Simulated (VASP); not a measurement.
# PtSe2 (Sudovikovite) (P-3m1) in VASP: further runs

Aim: see how the results for PtSe2 (Sudovikovite) move with the level of theory and the settings. Levels: BLYP+D4, RPBE. Tasks: single point.

Everything below comes from runs of VASP 6.6.1. Logs are shortened: lines on timing, memory, paths and dates and some standing lists are left out, and cuts for length are marked.

## (1) The cell of the first run

Symmetry: P-3m1, No. 164, trigonal system. Conventional cell: a = 3.674 Å, b = 3.674 Å, c = 4.994 Å, α = 90.00°, β = 90.00°, γ = 120.00°. Within 3.2 Å of Pt (site symmetry -3m) lie 6 Se at 2.46 Å. Within 3.2 Å of Se (site symmetry 3m) lie 3 Pt at 2.46 Å.

## (2) Single point, BLYP+D4

Input file INCAR:

```
PREC = Accurate ; ENCUT = 520
EDIFF = 1E-6 ; ISMEAR = -1
SIGMA = 0.05 ; LREAL = F
LASPH = T ; NELM = 100
ALGO = Normal ; ISIF = 2
LWAVE = F ; LCHARG = F
GGA = B5 ; ALDAX = 1.0
AGGAX = 1.0 ; AGGAC = 1.0
ALDAC = 0.0 ; IVDW = 13
VDW_S6 = 1.0 ; VDW_S8 = 2.34076671
VDW_A1 = 0.44488865 ; VDW_A2 = 4.0933009
NBANDS = 18
```

Input file KPOINTS:

```
Automatic mesh
0
Gamma
  8 8 5
```

Input file POSCAR:

```
PtSe2
1.0
    3.6736695059      0.0000000000      0.0000000000
   -1.8368347530      3.1814911172      0.0000000000
    0.0000000000      0.0000000000      4.9935862081
Pt Se
1 2
Direct
    0.0000000000      0.0000000000      0.0000000000
    0.6666666667      0.3333333333      0.7500000000
    0.3333333333      0.6666666667      0.2500000000
```

Potentials or basis: VASP PAW PBE potentials, release 64 (Pt, Se).

The run is started by

```
cat potpaw_PBE.64/Pt/POTCAR potpaw_PBE.64/Se/POTCAR > POTCAR
mpirun -np 1 vasp_std > vasp.out
```

OUTCAR:

```text
PREC = Accurate
   ENCUT = 520
   EDIFF = 1E-6
   ISMEAR = -1
   LREAL = F
   LASPH = T
   NELM = 100
   ISIF = 2
   GGA = B5
   IVDW = 13

 ion  position               nearest neighbor table
   1  0.000  0.000  0.000-   2 2.46   3 2.46   2 2.46   3 2.46   2 2.46   3 2.46
   2  0.667  0.333  0.750-   1 2.46   1 2.46   1 2.46
   3  0.333  0.667  0.250-   1 2.46   1 2.46   1 2.46

  LATTYP: Found a hexagonal cell.
 ALAT       =     3.6736695059
 C/A-ratio  =     1.3592910849

  Lattice vectors:

 A1 = (   3.6736695059,   0.0000000000,   0.0000000000)
 A2 = (  -1.8368347530,   3.1814911172,   0.0000000000)
 A3 = (   0.0000000000,   0.0000000000,   4.9935862081)

Analysis of symmetry for initial positions (statically):
=====================================================================
 Subroutine PRICEL returns:
 Original cell was already a primitive cell.

 Routine SETGRP: Setting up the symmetry group for a
 hexagonal supercell.

 Subroutine GETGRP returns: Found 12 space group operations
 (whereof 12 operations were pure point group operations)
 out of a pool of 24 trial point group operations.

The static configuration has the point symmetry D_3d.

Analysis of symmetry for dynamics (positions and initial velocities):
=====================================================================
 Subroutine PRICEL returns:
 Original cell was already a primitive cell.

 Routine SETGRP: Setting up the symmetry group for a
 hexagonal supercell.

 Subroutine GETGRP returns: Found 12 space group operations
 (whereof 12 operations were pure point group operations)
 out of a pool of 24 trial point group operations.

The dynamic configuration has the point symmetry D_3d.

 Subroutine INISYM returns: Found 12 space group operations
 (whereof 12 operations are pure point group operations),
 and found     1 'primitive' translations

----------------------------------------------------------------------------------------

                                     Primitive cell

  volume of cell :      58.3638

  direct lattice vectors                    reciprocal lattice vectors
     3.673669506  0.000000000  0.000000000     0.272207393  0.157159012  0.000000000
    -1.836834753  3.181491117  0.000000000     0.000000000  0.314318024  0.000000000
     0.000000000  0.000000000  4.993586208     0.000000000  0.000000000  0.200256881

  length of vectors
     3.673669506  3.673669506  4.993586208     0.314318024  0.314318024  0.200256881

  position of ions in fractional coordinates (direct lattice)
     0.000000000  0.000000000  0.000000000
     0.666666667  0.333333333  0.750000000
     0.333333333  0.666666667  0.250000000

  ion indices of the primitive-cell ions
   primitive index   ion index
                 1           1
                 2           2
                 3           3

----------------------------------------------------------------------------------------

 KPOINTS: Automatic mesh

Automatic generation of k-mesh.
 Grid dimensions read from file:
 generate k-points for:    8    8    5

 Generating k-lattice:

  Cartesian coordinates                     Fractional coordinates (reciprocal lattice)
     0.034025924  0.019644876  0.000000000     0.125000000  0.000000000  0.000000000
     0.000000000  0.039289753  0.000000000     0.000000000  0.125000000  0.000000000
     0.000000000  0.000000000  0.040051376     0.000000000  0.000000000  0.200000000

  Length of vectors
     0.039289753  0.039289753  0.040051376

  Shift w.r.t. Gamma in fractional coordinates (k-lattice)
     0.000000000  0.000000000  0.000000000

 Subroutine IBZKPT returns following result:
 ===========================================

 Found     40 irreducible k-points:

 Following reciprocal coordinates:
            Coordinates               Weight
  0.000000  0.000000  0.000000      1.000000
  0.125000  0.000000  0.000000      6.000000
  0.250000  0.000000  0.000000      6.000000
  0.375000 -0.000000  0.000000      6.000000
  0.500000  0.000000  0.000000      3.000000
  0.125000  0.125000  0.000000      6.000000
[... 16 lines left out ...]
 -0.125000  0.500000  0.200000     12.000000
  0.250000  0.250000  0.200000     12.000000
 [... further k-points ...]
   k-points           NKPTS =     40   k-points in BZ     NKDIM =     40   number of bands    NBANDS=     18
   number of dos      NEDOS =    301   number of ions     NIONS =      3
   total plane-waves  NPLWV =  31360
   dimension x,y,z NGX =    28 NGY =   28 NGZ =   40
   dimension x,y,z NGXF=    56 NGYF=   56 NGZF=   80
   ions per type =               1   2
   NGX,Y,Z   is equivalent  to a cutoff of  12.67, 12.67, 13.32 a.u.
   NGXF,Y,Z  is equivalent  to a cutoff of  25.34, 25.34, 26.63 a.u.
 SYSTEM =  unknown system
   PREC   = accura    normal or accurate (medium, high low for compatibility)
   ISTART =      0    job   : 0-new  1-cont  2-samecut
   ICHARG =      2    charge: 1-file 2-atom 10-const
   ISPIN  =      1    spin polarized calculation?
   LNONCOLLINEAR =      F non collinear calculations
   LSORBIT =      F    spin-orbit coupling
   LASPH  =      T    aspherical Exc in radial PAW
   ENCUT  =  520.0 eV  38.22 Ry    6.18 a.u.   6.83  6.83  9.28*2*pi/ulx,y,z
   NELM   =    100;   NELMIN=  2; NELMDL= -5     # of ELM steps
   EDIFF  = 0.1E-05   stopping-criterion for ELM
   LREAL  =      F    real-space projection
   EDIFFG = 0.1E-04   stopping-criterion for IOM
   NSW    =      0    number of steps for IOM
   IBRION =     -1    ionic relax: 0-MD 1-quasi-New 2-CG
   NFREE  =      0    steps in history (QN), initial steepest desc. (CG)
   ISIF   =      2    stress and relaxation
   ISYM   =      2    0-nonsym 1-usesym 2-fastsym
   POTIM  = 0.5000    time-step for ionic-motion
   TEBEG  =    0.0;   TEEND  =   0.0 temperature during run
   PSTRESS=    0.0 pullay stress
   NELECT =      22.0000    total number of electrons
   NUPDOWN=      -1.0000    fix difference up-down
   EMIN   =  10.00;   EMAX   =-10.00  energy-range for DOS
   EFERMI =   0.00;   METHOD = LEGACY
   ISMEAR =    -1;   SIGMA  =   0.05  broadening in eV -4-tet -1-fermi 0-gaus
   EFERMI_NEDOS =   21; number of points for ismear=-14 and -15
   IALGO  =     38    algorithm
   IMIX   =      4    mixing-type and parameters
     AMIX     =   0.40;   BMIX     =  1.00
     AMIX_MAG =   1.60;   BMIX_MAG =  1.00
  volume/ion in A,a.u.               =      19.45       131.29
  Fermi-wavevector in a.u.,A,eV,Ry     =   1.182591  2.234773 19.028043  1.398522
  Thomas-Fermi vector in A             =   2.318842
   LORBIT       =      0    0 simple, 1 ext, 2 COOP (PROOUT), +10 PAW based schemes
   GGA     = B5    functional components
   LHFCALC =     F    Hartree Fock is set to
   AEXX    =    0.0000 exact exchange contribution
   IVDW    =    13    specifies the selected vdW correction
   LEPSILON=     F    determine dielectric tensor
   LRPA    =     F    only Hartree local field effects (RPA)
 non-spin polarized calculation
  energy-cutoff  :      520.00
  volume of cell :       58.36
 maximum number of plane-waves:      1588
 NGX is ok and might be reduce to    28
   NGX = 13   NGY = 13   NGZ = 19

 number of electron      22.0000001 magnetization

 Free energy of the ion-electron system (eV)
  ---------------------------------------------------
  ext. energy  EPLUGINS =         0.00000000
  ---------------------------------------------------
  free energy    TOTEN  =       -11.50747275 eV

  energy without entropy =      -11.50271326  energy(sigma->0) =      -11.50509300

 E-fermi :   7.6510     XC(G=0): -10.2003

 val. band max:        7.6280997277   @ k =   0.0000   0.1250   0.2000
 cond. band min:       7.7178300704   @ k =   0.3750   0.2500   0.0000
 fundamental gap:      0.0897303427
 Fermi energy:         7.6510052943

 k-point     1 :       0.0000    0.0000    0.0000
  band No.  band energies     occupation
      1      -8.5016      2.00000
      2      -5.4970      2.00000
      3       0.0741      2.00000
      4       0.7422      2.00000
      5       0.7422      2.00000
      6       3.2938      2.00000
[... 10 lines left out ...]
     17      14.9874      0.00000
     18      19.8560      0.00000

 k-point     2 :       0.1250    0.0000    0.0000
  band No.  band energies     occupation
      1      -8.3170      2.00000
      2      -5.5901      2.00000
      3       0.2873      2.00000
      4       0.8605      2.00000
      5       0.8894      2.00000
      6       3.0440      2.00000
[... 10 lines left out ...]
     17      15.5629      0.00000
     18      17.6013      0.00000

 k-point     3 :       0.2500    0.0000    0.0000
  band No.  band energies     occupation
      1      -7.8071      2.00000
      2      -5.8213      2.00000
      3       0.8031      2.00000
      4       1.1454      2.00000
      5       1.3151      2.00000
      6       2.1168      2.00000
[... 10 lines left out ...]
     17      16.0751      0.00000
     18      16.0957      0.00000

 k-point     4 :       0.3750   -0.0000    0.0000
  band No.  band energies     occupation
      1      -7.1223      2.00000
      2      -6.1174      2.00000
      3       0.4567      2.00000
      4       1.3795      2.00000
      5       1.6754      2.00000
      6       2.3302      2.00000
[... 10 lines left out ...]
     17      15.3578      0.00000
     18      17.3823      0.00000

 k-point     5 :       0.5000    0.0000    0.0000
  band No.  band energies     occupation
      1      -6.5314      2.00000
      2      -6.5003      2.00000
      3      -0.0625      2.00000
      4       1.4385      2.00000
      5       1.9668      2.00000
      6       3.2050      2.00000
[... 10 lines left out ...]
     17      15.0322      0.00000
     18      19.0957      0.00000

 k-point     6 :       0.1250    0.1250    0.0000
  band No.  band energies     occupation
      1      -7.9692      2.00000
      2      -5.7491      2.00000
      3       0.6695      2.00000
      4       1.0845      2.00000
      5       1.1384      2.00000
      6       2.6213      2.00000
[... 10 lines left out ...]
     17      16.1245      0.00000
     18      16.5953      0.00000

 k-point     7 :       0.2500    0.1250    0.0000
  band No.  band energies     occupation
      1      -7.3688      2.00000
      2      -5.9919      2.00000
      3       1.0304      2.00000
      4       1.1423      2.00000
      5       1.6644      2.00000
      6       1.8404      2.00000
[... 10 lines left out ...]
     17      15.7015      0.00000
     18      16.8367      0.00000

 k-point     8 :       0.3750    0.1250    0.0000
  band No.  band energies     occupation
      1      -6.7332      2.00000
      2      -6.2825      2.00000
      3       0.1892      2.00000
      4       1.2860      2.00000
      5       1.9798      2.00000
      6       2.5102      2.00000
[... 10 lines left out ...]
     17      16.6277      0.00000
     18      17.5725      0.00000
[... 229 lines left out ...]
     17      15.5506      0.00000
     18      16.8080      0.00000

 k-point    20 :       0.2500    0.1250    0.2000
  band No.  band energies     occupation
      1      -7.2271      2.00000
      2      -6.1777      2.00000
      3       0.8712      2.00000
      4       1.1599      2.00000
      5       1.5446      2.00000
      6       2.3395      2.00000
[... 10 lines left out ...]
     17      16.3057      0.00000
     18      16.4789      0.00000

 k-point    21 :      -0.1250    0.3750    0.2000
  band No.  band energies     occupation
      1      -7.2867      2.00000
      2      -6.0696      2.00000
      3       0.5489      2.00000
      4       1.0126      2.00000
      5       1.5359      2.00000
      6       2.2621      2.00000
[... 10 lines left out ...]
     17      15.8948      0.00000
     18      17.4702      0.00000

 k-point    22 :       0.3750    0.1250    0.2000
  band No.  band energies     occupation
      1      -6.5823      2.00000
      2      -6.4237      2.00000
      3       0.1727      2.00000
      4       1.2515      2.00000
      5       2.1454      2.00000
      6       2.1809      2.00000
[... 10 lines left out ...]
     17      16.8814      0.00000
     18      17.3930      0.00000

 k-point    23 :      -0.1250    0.5000    0.2000
  band No.  band energies     occupation
      1      -6.7716      2.00000
      2      -6.1925      2.00000
      3       0.0124      2.00000
      4       1.0894      2.00000
      5       1.6861      2.00000
      6       2.8748      2.00000
[... 10 lines left out ...]
     17      17.1151      0.00000
     18      17.7501      0.00000

 k-point    24 :       0.2500    0.2500    0.2000
  band No.  band energies     occupation
      1      -6.7514      2.00000
      2      -6.2325      2.00000
      3       0.5536      2.00000
      4       1.0167      2.00000
      5       1.5344      2.00000
      6       2.3327      2.00000
[... 10 lines left out ...]
     17      16.3047      0.00000
     18      16.8361      0.00000

 [... further k-points ...]

------------------------ aborting loop because EDIFF is reached ----------------------------------------

  DFT-D4 for vdW energy calculation

  Edisp (eV):   -3.01149

  FORCE on cell =-STRESS in cart. coord.  units (eV):
  Direction    XX          YY          ZZ          XY          YZ          ZX
  --------------------------------------------------------------------------------------
  -------------------------------------------------------------------------------------
  Total       5.94661     5.94661     3.93919    -0.00000    -0.00000     0.00000
  in kB     163.24377   163.24377   108.13709    -0.00000    -0.00000     0.00000
  external pressure =      144.87 kB  Pullay stress =        0.00 kB

 VOLUME and BASIS-vectors are now :
 -----------------------------------------------------------------------------
  energy-cutoff  :      520.00
  volume of cell :       58.36
      direct lattice vectors                 reciprocal lattice vectors
     3.673669506  0.000000000  0.000000000     0.272207393  0.157159012  0.000000000
    -1.836834753  3.181491117  0.000000000     0.000000000  0.314318024  0.000000000
     0.000000000  0.000000000  4.993586208     0.000000000  0.000000000  0.200256881

 POSITION                                       TOTAL-FORCE (eV/Angst)
 -----------------------------------------------------------------------------------
      0.00000      0.00000      0.00000         0.000000      0.000000      0.000000
      1.83683      1.06050      3.74519        -0.000000      0.000000     -1.756147
     -0.00000      2.12099      1.24840         0.000000     -0.000000      1.756147
 -----------------------------------------------------------------------------------
    total drift:                               -0.000000     -0.000000     -0.000000

  FREE ENERGIE OF THE ION-ELECTRON SYSTEM (eV)
  ---------------------------------------------------
  free  energy   TOTEN  =       -14.5189640214 eV

  energy  without entropy=      -14.5142045321  energy(sigma->0) =      -14.51658428
```

It took 28 s on 1 thread of Intel Xeon 6975P-C (Granite Rapids), shared host; peak memory 0.19 GiB.

What came out:

```
Free energy                : -14.5190 eV
Pressure                   : 14.5 GPa
Largest force              : 1.756 eV/Å
Band gap on the k mesh     : zero (band 11 reaches 7.96 eV, above the bottom of band 12 at 7.72 eV)
Dispersion energy per atom : -1.004 eV
```

Forces in eV/Å, atoms in the order of the input:
```
Pt   0.000  0.000  0.000
Se   0.000  0.000 -1.756
Se   0.000  0.000  1.756
```

Levels at points of the mesh, in eV from the Fermi level:
```
           k point  band 9  band 10  band 11  band 12  band 13  band 14
(0.00, 0.00, 0.00)   -1.20    -1.20     0.31     1.44     1.44     3.68
(0.50, 0.00, 0.00)   -3.77    -3.71    -3.15     0.63     2.40     4.92
```

Caveat: the PAW data sets were made with another functional, which shifts forces and pressure a little; spin-orbit coupling is left out, which moves the levels of the heavy elements; pairwise dispersion overbinds metals, which lowers pressure and volume.

## (3) Single point, RPBE

This run uses another cell than the first one, of 19.86 Å³/atom, 1.021 times its volume.

Input file INCAR:

```
  ALGO = Normal
  EDIFF = 1E-6
  ENCUT = 520
  GGA = RP
  ISIF = 2
  ISMEAR = -1
  LASPH = True
  LCHARG = False
  LREAL = False
  LWAVE = False
  NBANDS = 18
  NELM = 100
  PREC = Accurate
  SIGMA = 0.05
```

Input file KPOINTS:

```
k-points
0
Gamma
  8 8 5
```

Input file POSCAR:

```
PtSe2
1.0
    3.6990059583      0.0000000000      0.0000000000
   -1.8495029792      3.2034331287      0.0000000000
    0.0000000000      0.0000000000      5.0280258220
Pt Se
1 2
Direct
    0.0000000000      0.0000000000      0.0000000000
    0.6666666667      0.3333333333      0.7500000000
    0.3333333333      0.6666666667      0.2500000000
```

Potentials or basis: VASP PAW PBE potentials, release 64 (Pt, Se).

The run is started by

```
cat potpaw_PBE.64/Pt/POTCAR potpaw_PBE.64/Se/POTCAR > POTCAR
mpirun -np 1 vasp_std > vasp.out
```

Run time: 21 s. Hardware: 1 thread of Intel Xeon 6975P-C (Granite Rapids), shared host; peak memory 0.2 GiB.

Results (log left out):

| Property | Result |
| --- | --- |
| Free energy | -12.6873 eV |
| Pressure | 12.9 GPa |
| Largest force | 0.916 eV/Å |
| Band gap on the k mesh | zero (band 11 reaches 7.33 eV, above the bottom of band 12 at 7.06 eV) |

Forces in eV/Å, atoms in the order of the input:
```
Pt   0.000  0.000  0.000
Se   0.000  0.000 -0.916
Se   0.000  0.000  0.916
```

Stress tensor (GPa, compression positive):
```
13.89  0.00  0.00
 0.00 13.89  0.00
 0.00  0.00 10.94
```

Levels at points of the mesh, in eV from the Fermi level:
```tsv
k point	band 8	band 9	band 10	band 11	band 12	band 13	band 14	band 15
(0.00, 0.00, 0.00)	-2.74	-1.17	-1.17	0.34	1.42	1.42	3.56	4.41
(0.50, 0.00, 0.00)	-3.72	-3.71	-3.62	-3.11	0.63	2.35	4.80	5.82
```

Caveat: the PAW data sets were made with another functional, which shifts forces and pressure a little; spin-orbit coupling is left out, which moves the levels of the heavy elements.

(Part 1 of 2 ends here.)
